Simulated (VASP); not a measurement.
A run of VASP 6.6.1 is set up as follows.

INCAR

```
SYSTEM = Hf
PREC = Accurate ; ENCUT = 520
EDIFF = 1E-6 ; ISMEAR = -1
SIGMA = 0.02 ; LREAL = .FALSE.
LASPH = .TRUE. ; NELM = 60
ALGO = Normal ; ISIF = 2
LWAVE = .FALSE. ; LCHARG = .FALSE.
GGA = CA ; NBANDS = 17
```

Contents of KPOINTS:

```
regular mesh
0
G
  9 9 5
  0 0 0
```

File POSCAR:

```
Hf
1.0
    3.1148541847      0.0000000000      0.0000000000
   -1.5574270924      2.6975428531      0.0000000000
    0.0000000000      0.0000000000      4.9532972122
Hf
2
Direct
    0.3333333333      0.6666666667      0.2500000000
    0.6666666667      0.3333333333      0.7500000000
```

Potentials or basis: VASP PAW LDA potentials, release 64 (Hf_pv).

Command:

```bash
$ cat potpaw_LDA.64/Hf_pv/POTCAR > POTCAR
$ mpirun -np 1 vasp_std > vasp.out
```

What does it give for the band gap on the k mesh?

Zero (band 10 reaches 6.45 eV, above the bottom of band 11 at 4.99 eV).

Estimate the pressure.

0.1 GPa.

Caveat: spin-orbit coupling is left out, which moves the levels of the heavy elements.
